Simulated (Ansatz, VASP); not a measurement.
One calculation of BN, two programs

The input INCAR:

```
PREC = Accurate
ENCUT = 520
EDIFF = 1E-6
ISMEAR = -1
SIGMA = 0.03
LREAL = F
LASPH = T
NELM = 100
ALGO = Normal
ISIF = 2
LWAVE = F
LCHARG = F
GGA = PE
NBANDS = 11
```

File KPOINTS:

```
Automatic mesh
0
Gamma
  8 8 8
```

Contents of POSCAR:

```
BN
1.0
    0.0000000000      1.8130010000      1.8130010000
    1.8130010000      0.0000000000      1.8130010000
    1.8130010000      1.8130010000      0.0000000000
N B
1 1
Direct
    0.2500000000      0.2500000000      0.2500000000
    0.0000000000      0.0000000000      0.0000000000
```

Contents of input.yaml:

```yaml
crystal:
  lattice:
    - [0.0, 1.813001, 1.813001]
    - [1.813001, 0.0, 1.813001]
    - [1.813001, 1.813001, 0.0]
  atoms:
    - { symbol: "N", position: [0.25, 0.25, 0.25] }
    - { symbol: B, position: [0.0, 0.0, 0.0] }
kpoints:
  mp_grid: { grid: [8, 8, 8] }
scf:
  occupations: { method: fermi_dirac, width: 0.03 }
hamiltonian:
  xc: pbe
  pseudopotentials: { kind: all_electron, lapw: { basis_error: 0.002 } }
output:
  forces: true
  stress: true
  eigenvalues: true
```

Alike in both runs: task single point; functional PBE; k mesh 8 × 8 × 8; occupations fermi-dirac, width 0.03 eV; no spin polarisation.

```csv
,VASP,Ansatz
version,VASP 6.6.1,Ansatz 0.2.0
potentials or method,"VASP PAW PBE potentials, release 64 (N, B), cutoff 520 eV","all-electron LAPW, scalar-relativistic"
```

```tsv
	VASP	Ansatz	Ansatz less VASP
gap on the k mesh at the Fermi level (eV)	4.45	4.46	+0.008
least direct gap on the mesh (eV)	8.78	8.78	+0.007
pressure (GPa)	-0.2	-0.4	-0.25
```

Ansatz ran all-electron here, and VASP with PAW potentials.
